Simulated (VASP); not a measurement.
# SnO in VASP: single point with PBE+D3(BJ)

Aim: the single point of SnO with PBE+D3(BJ).

All numbers are computed with VASP 6.6.1; they aren't measurements. Logs are shortened: lines on timing, memory, paths and dates and some standing lists are left out, and cuts for length are marked.

**1. The cell of the first run**

The cell holds a slab with vacuum, 8 atoms: a = 3.820 Å, b = 3.820 Å, c = 22.226 Å, α = 90.00°, β = 90.00°, γ = 90.00°.

**2. Single point, PBE+D3(BJ) (layers slid over each other)**

INCAR

```
SYSTEM = SnO
  ALGO = Normal
  DIPOL = 0.5 0.5 0.403
  EDIFF = 1E-6
  ENCUT = 520
  GGA = PE
  GGA_COMPAT = .False.
  IDIPOL = 3
  ISIF = 2
  ISMEAR = 0
  IVDW = 12
  LASPH = .True.
  LCHARG = .False.
  LDIPOL = .True.
  LREAL = .False.
  LWAVE = .False.
  NBANDS = 50
  NELM = 120
  NELMDL = -8
  PREC = Accurate
  SIGMA = 0.05
```

KPOINTS

```
k-points
0
Gamma
  7 7 1
  0 0 0
```

POSCAR

```
SnO
1.0
    3.8201708766      0.0000000000      0.0000000000
    0.0000000000      3.8201708766      0.0000000000
    0.0000000000      0.0000000000     22.2260720666
Sn O
4 4
Direct
    0.5000000000      0.0000000000      0.2024649244
    0.0000000000      0.5000000000      0.3087831270
    0.3750000000      1.0000000000      0.4977503897
   -0.1250000000      1.5000000000      0.6040685923
    0.0000000000      0.0000000000      0.2556240257
    0.5000000000      0.5000000000      0.2556240257
   -0.1250000000      1.0000000000      0.5509094910
    0.3750000000      1.5000000000      0.5509094910
```

Potentials or basis: VASP PAW PBE potentials, release 64 (Sn_d, O).

The run is started by

```console
cat potpaw_PBE.64/Sn_d/POTCAR potpaw_PBE.64/O/POTCAR > POTCAR
mpirun -np 1 vasp_std > vasp.out
```

OUTCAR:

```text
SYSTEM = SnO
   EDIFF = 1E-6
   ENCUT = 520
   GGA = PE
   ISIF = 2
   ISMEAR = 0
   IVDW = 12
   LASPH = .True.
   LREAL = .False.
   NELM = 120
   NELMDL = -8
   PREC = Accurate
 IVDW          = 12

 ion  position               nearest neighbor table
   1  0.500  0.000  0.202-   5 2.25   6 2.25   6 2.25   5 2.25   2 3.59   2 3.59   2 3.59   2 3.59

   2  0.000  0.500  0.309-   5 2.25   6 2.25   5 2.25   6 2.25   1 3.59   1 3.59   1 3.59   1 3.59

   3  0.375  0.000  0.498-   7 2.25   8 2.25   8 2.25   7 2.25   4 3.59   4 3.59   4 3.59   4 3.59

   4  0.875  0.500  0.604-   7 2.25   8 2.25   7 2.25   8 2.25   3 3.59   3 3.59   3 3.59   3 3.59

   5  0.000  0.000  0.256-   2 2.25   2 2.25   1 2.25   1 2.25
   6  0.500  0.500  0.256-   2 2.25   2 2.25   1 2.25   1 2.25
   7  0.875  0.000  0.551-   3 2.25   3 2.25   4 2.25   4 2.25
   8  0.375  0.500  0.551-   3 2.25   3 2.25   4 2.25   4 2.25

  LATTYP: Found a simple tetragonal cell.
 ALAT       =     3.8201708766
 C/A-ratio  =     5.8180832179

  Lattice vectors:

 A1 = (   3.8201708766,   0.0000000000,   0.0000000000)
 A2 = (   0.0000000000,   3.8201708766,   0.0000000000)
 A3 = (   0.0000000000,   0.0000000000,  22.2260720666)

Analysis of symmetry for initial positions (statically):
=====================================================================
 Subroutine PRICEL returns:
 Original cell was already a primitive cell.

 Routine SETGRP: Setting up the symmetry group for a
 simple tetragonal supercell.

 Subroutine GETGRP returns: Found  4 space group operations
 (whereof  2 operations were pure point group operations)
 out of a pool of 16 trial point group operations.

The static configuration has the point symmetry C_1h.
 The point group associated with its full space group is C_2h.

Analysis of symmetry for dynamics (positions and initial velocities):
=====================================================================
 Subroutine PRICEL returns:
 Original cell was already a primitive cell.

 Routine SETGRP: Setting up the symmetry group for a
 simple tetragonal supercell.

 Subroutine GETGRP returns: Found  4 space group operations
 (whereof  2 operations were pure point group operations)
 out of a pool of 16 trial point group operations.

The dynamic configuration has the point symmetry C_1h.
 The point group associated with its full space group is C_2h.

 Subroutine INISYM returns: Found  4 space group operations
 (whereof  2 operations are pure point group operations),
 and found     1 'primitive' translations

----------------------------------------------------------------------------------------

                                     Primitive cell

  volume of cell :     324.3608

  direct lattice vectors                    reciprocal lattice vectors
     3.820170877  0.000000000  0.000000000     0.261768395  0.000000000  0.000000000
     0.000000000  3.820170877  0.000000000     0.000000000  0.261768395  0.000000000
     0.000000000  0.000000000 22.226072067     0.000000000  0.000000000  0.044992205

  length of vectors
     3.820170877  3.820170877 22.226072067     0.261768395  0.261768395  0.044992205

  position of ions in fractional coordinates (direct lattice)
     0.500000000  0.000000000  0.202464924
     0.000000000  0.500000000  0.308783127
     0.375000000  0.000000000  0.497750390
     0.875000000  0.500000000  0.604068592
     0.000000000  0.000000000  0.255624026
     0.500000000  0.500000000  0.255624026
     0.875000000  0.000000000  0.550909491
     0.375000000  0.500000000  0.550909491

  ion indices of the primitive-cell ions
   primitive index   ion index
                 1           1
                 2           2
                 3           3
                 4           4
                 5           5
                 6           6
                 7           7
                 8           8

----------------------------------------------------------------------------------------

 KPOINTS: k-points

Automatic generation of k-mesh.
 Grid dimensions read from file:
 generate k-points for:    7    7    1

 Generating k-lattice:

  Cartesian coordinates                     Fractional coordinates (reciprocal lattice)
     0.037395485  0.000000000  0.000000000     0.142857143  0.000000000  0.000000000
     0.000000000  0.037395485  0.000000000     0.000000000  0.142857143  0.000000000
     0.000000000  0.000000000  0.044992205     0.000000000  0.000000000  1.000000000

  Length of vectors
     0.037395485  0.037395485  0.044992205

  Shift w.r.t. Gamma in fractional coordinates (k-lattice)
     0.000000000  0.000000000  0.000000000

 Subroutine IBZKPT returns following result:
 ===========================================

 Found     16 irreducible k-points:

 Following reciprocal coordinates:
            Coordinates               Weight
  0.000000  0.000000  0.000000      1.000000
  0.142857  0.000000  0.000000      2.000000
  0.000000  0.142857  0.000000      2.000000
  0.285714  0.000000  0.000000      2.000000
  0.000000  0.285714  0.000000      2.000000
  0.428571  0.000000  0.000000      2.000000
[... 8 lines left out ...]
 -0.285714  0.428571  0.000000      4.000000
  0.428571  0.428571  0.000000      4.000000
   k-points           NKPTS =     16   k-points in BZ     NKDIM =     16   number of bands    NBANDS=     50
   number of dos      NEDOS =    301   number of ions     NIONS =      8
   total plane-waves  NPLWV = 131712
   dimension x,y,z NGX =    28 NGY =   28 NGZ =  168
   dimension x,y,z NGXF=    56 NGYF=   56 NGZF=  336
   ions per type =               4   4
   NGX,Y,Z   is equivalent  to a cutoff of  12.19, 12.19, 12.57 a.u.
   NGXF,Y,Z  is equivalent  to a cutoff of  24.37, 24.37, 25.13 a.u.
 SYSTEM =  SnO
   PREC   = accura    normal or accurate (medium, high low for compatibility)
   ISTART =      0    job   : 0-new  1-cont  2-samecut
   ICHARG =      2    charge: 1-file 2-atom 10-const
   ISPIN  =      1    spin polarized calculation?
   LNONCOLLINEAR =      F non collinear calculations
   LSORBIT =      F    spin-orbit coupling
   LASPH  =      T    aspherical Exc in radial PAW
   ENCUT  =  520.0 eV  38.22 Ry    6.18 a.u.   7.10  7.10 41.33*2*pi/ulx,y,z
   NELM   =    120;   NELMIN=  2; NELMDL= -8     # of ELM steps
   EDIFF  = 0.1E-05   stopping-criterion for ELM
   LREAL  =      F    real-space projection
   EDIFFG = 0.1E-04   stopping-criterion for IOM
   NSW    =      0    number of steps for IOM
   IBRION =     -1    ionic relax: 0-MD 1-quasi-New 2-CG
   NFREE  =      0    steps in history (QN), initial steepest desc. (CG)
   ISIF   =      2    stress and relaxation
   ISYM   =      2    0-nonsym 1-usesym 2-fastsym
   POTIM  = 0.5000    time-step for ionic-motion
   TEBEG  =    0.0;   TEEND  =   0.0 temperature during run
   PSTRESS=    0.0 pullay stress
   NELECT =      80.0000    total number of electrons
   NUPDOWN=      -1.0000    fix difference up-down
   EMIN   =  10.00;   EMAX   =-10.00  energy-range for DOS
   EFERMI =   0.00;   METHOD = LEGACY
   ISMEAR =     0;   SIGMA  =   0.05  broadening in eV -4-tet -1-fermi 0-gaus
   EFERMI_NEDOS =   21; number of points for ismear=-14 and -15
   IALGO  =     38    algorithm
   IMIX   =      4    mixing-type and parameters
     AMIX     =   0.40;   BMIX     =  1.00
     AMIX_MAG =   1.60;   BMIX_MAG =  1.00
  volume/ion in A,a.u.               =      40.55       273.61
  Fermi-wavevector in a.u.,A,eV,Ry     =   1.026665  1.940115 14.341097  1.054041
  Thomas-Fermi vector in A             =   2.160570
   LORBIT       =      0    0 simple, 1 ext, 2 COOP (PROOUT), +10 PAW based schemes
   GGA     = PE    functional components
   LHFCALC =     F    Hartree Fock is set to
   AEXX    =    0.0000 exact exchange contribution
   IVDW    =    12    specifies the selected vdW correction
   LEPSILON=     F    determine dielectric tensor
   LRPA    =     F    only Hartree local field effects (RPA)
 non-spin polarized calculation
 Gauss-broadening in eV      SIGMA  =   0.05
  energy-cutoff  :      520.00
  volume of cell :      324.36
 maximum number of plane-waves:      8769
   NGX = 15   NGY = 15   NGZ = 83

 dipolmoment           0.000000      0.000000      0.000057 electrons x Angstroem

 number of electron      79.9999970 magnetization

 dipolmoment           0.000000      0.000000     -0.000004 electrons x Angstroem

 Free energy of the ion-electron system (eV)
  ---------------------------------------------------
  ext. energy  EPLUGINS =         0.00000000
  ---------------------------------------------------
  free energy    TOTEN  =       -45.19387593 eV

  energy without entropy =      -45.19387593  energy(sigma->0) =      -45.19387593

 E-fermi :   0.0526     XC(G=0):  -5.3292

 val. band max:       -0.2391878266   @ k =   0.1429   0.0000   0.0000
 cond. band min:       2.3289373707   @ k =   0.0000   0.0000   0.0000
 fundamental gap:      2.5681251973
 Fermi energy:         0.0525968098

 k-point     1 :       0.0000    0.0000    0.0000
  band No.  band energies     occupation
      1     -21.0628      2.00000
      2     -21.0627      2.00000
      3     -20.7023      2.00000
      4     -20.7022      2.00000
      5     -20.6642      2.00000
      6     -20.6642      2.00000
[... 42 lines left out ...]
     49       5.2060      0.00000
     50       5.2294      0.00000

 k-point     2 :       0.1429    0.0000    0.0000
  band No.  band energies     occupation
      1     -21.0538      2.00000
      2     -21.0538      2.00000
      3     -20.7029      2.00000
      4     -20.7028      2.00000
      5     -20.6660      2.00000
      6     -20.6657      2.00000
[... 734 lines left out ...]
 k-point    16 :       0.4286    0.4286    0.0000
  band No.  band energies     occupation
      1     -21.0036      2.00000
      2     -21.0032      2.00000
      3     -20.9896      2.00000
      4     -20.9892      2.00000
      5     -20.6688      2.00000
      6     -20.6687      2.00000
[... 42 lines left out ...]
     49       5.9345      0.00000
     50       6.1724      0.00000

------------------------ aborting loop because EDIFF is reached ----------------------------------------

 vacuum level on the upper side and lower side of the slab       (xc-potential included)        -0.166        -0.163

 Edisp (eV)   -1.23935

 E8    (eV) :    -0.5484

  FORCE on cell =-STRESS in cart. coord.  units (eV):
  Direction    XX          YY          ZZ          XY          YZ          ZX
  --------------------------------------------------------------------------------------
  -------------------------------------------------------------------------------------
  Total       0.11662     0.12603    -0.36968     0.00000     0.00000     0.08570
  in kB       0.57605     0.62251    -1.82605     0.00000     0.00000     0.42332
  external pressure =       -0.21 kB  Pullay stress =        0.00 kB

 VOLUME and BASIS-vectors are now :
 -----------------------------------------------------------------------------
  energy-cutoff  :      520.00
  volume of cell :      324.36
      direct lattice vectors                 reciprocal lattice vectors
     3.820170877  0.000000000  0.000000000     0.261768395  0.000000000  0.000000000
     0.000000000  3.820170877  0.000000000     0.000000000  0.261768395  0.000000000
     0.000000000  0.000000000 22.226072067     0.000000000  0.000000000  0.044992205

 POSITION                                       TOTAL-FORCE (eV/Angst)
 -----------------------------------------------------------------------------------
      1.91009      0.00000      4.50000        -0.001772      0.000000     -0.079028
      0.00000      1.91009      6.86304        -0.006117      0.000000      0.181573
      1.43256      0.00000     11.06304         0.006117      0.000000     -0.181573
      3.34265      1.91009     13.42607         0.001772      0.000000      0.079028
      0.00000      0.00000      5.68152         0.003491      0.000000      0.011751
      1.91009      1.91009      5.68152        -0.010241      0.000000      0.011873
      3.34265      0.00000     12.24455         0.010241      0.000000     -0.011873
      1.43256      1.91009     12.24455        -0.003491      0.000000     -0.011751
 -----------------------------------------------------------------------------------
    total drift:                                0.000000      0.000000     -0.000169

  FREE ENERGIE OF THE ION-ELECTRON SYSTEM (eV)
  ---------------------------------------------------
  free  energy   TOTEN  =       -46.4332212541 eV

  energy  without entropy=      -46.4332212541  energy(sigma->0) =      -46.43322125

 vacuum level on the upper side and lower side of the slab         4.780         4.784
```

Run time: 4.6 min. Hardware: 1 thread of Oxide Virtual Turin-like, shared host; peak memory 0.42 GiB.

What came out:

```yaml
Free_energy: -46.4332 eV
Largest_force: 0.182 eV/Å
Band_gap_on_the_k_mesh: 2.57 eV (least direct gap 2.59 eV)
Dispersion_energy_per_atom: -0.155 eV
```

Forces on the atoms (eV/Å):
```
Sn  -0.002  0.000 -0.079
Sn  -0.006  0.000  0.182
Sn   0.006  0.000 -0.182
Sn   0.002  0.000  0.079
O    0.003  0.000  0.012
O   -0.010  0.000  0.012
O    0.010  0.000 -0.012
O   -0.003  0.000 -0.012
```

Levels at points of the mesh, in eV from the valence-band top:
```tsv
k point	band 36	band 37	band 38	band 39	band 40	band 41	band 42	band 43	band 44	band 45
(0.00, 0.00, 0.00)	-1.92	-1.92	-1.92	-0.54	-0.02	2.57	2.90	2.90	3.80	4.91
```

Caveat: the cell differs from its parent crystal (layers slid over each other); spin-orbit coupling is left out, which moves the levels of the heavy elements.
